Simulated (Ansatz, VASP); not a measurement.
## Two plane-wave programs on SrCl2

The input INCAR:

```
SYSTEM = SrCl2
PREC = Accurate
ENCUT = 520
EDIFF = 1E-7
ISMEAR = 0
SIGMA = 0.01
LREAL = .False.
LASPH = .True.
NELM = 100
ALGO = Normal
ISIF = 2
LWAVE = .False.
LCHARG = .False.
GGA = PS
NBANDS = 19
```

The input KPOINTS:

```
Automatic mesh
0
Gamma
  6 6 6
  0 0 0
```

Contents of POSCAR:

```
SrCl2
1.0
    0.0000000000      3.4553209822      3.4553209822
    3.4553209822      0.0000000000      3.4553209822
    3.4553209822      3.4553209822      0.0000000000
Sr Cl
1 2
Direct
    0.0000000000      0.0000000000      0.0000000000
    0.2500000000      0.2500000000      0.2500000000
    0.7500000000      0.7500000000      0.7500000000
```

Input for Ansatz:

```yaml
crystal:
  lattice:
    - [0.0, 3.45532098223, 3.45532098223]
    - [3.45532098223, 0.0, 3.45532098223]
    - [3.45532098223, 3.45532098223, 0.0]
  atoms:
    - { symbol: Sr, position: [0.0, 0.0, 0.0] }
    - { symbol: Cl, position: [0.25, 0.25, 0.25] }
    - { symbol: Cl, position: [0.75, 0.75, 0.75] }
kpoints:
  mp_grid: { grid: [6, 6, 6] }
scf:
  occupations: { method: fixed }
hamiltonian:
  xc: pbesol
  pseudopotentials: { kind: paw }
output:
  forces: true
  stress: true
  eigenvalues: true
  eigenstates:
    nscf_kmesh: { grid: [8, 8, 8] }
    de_dk: true
    e_range: [-9, 15.24837432405]
  optics:
    e_range: [0, 30]
    de: 0.2
    sigma: 0.25
    bands: { spectra_wanted_up_to: 30 }
    nscf_kmesh: { grid: [8, 8, 8] }
checkpoint:
  write: ck
  write_wavefunctions: false
```

Alike in both runs: task single point; functional PBEsol; k mesh 6 × 6 × 6; no spin polarisation.

```csv
,VASP,Ansatz
version,VASP 6.6.1,Ansatz 0.2.0
potentials or method,"VASP PAW PBE potentials, release 64 (Sr_sv, Cl)","PAW with Ansatz's default frozen-core files, scalar-relativistic"
plane-wave cutoff (eV),520,420
occupations,"gaussian, width 0.01 eV",fixed
valence electrons in the cell,24,24
```

|  | VASP | Ansatz | Ansatz less VASP |
| --- | --- | --- | --- |
| gap on the k mesh at the Fermi level (eV) | 5.24 | 5.25 | +0.011 |
| pressure (GPa) | 0.1 | 0.0 | -0.14 |

VASP's potentials were made for PBE, not for PBEsol.
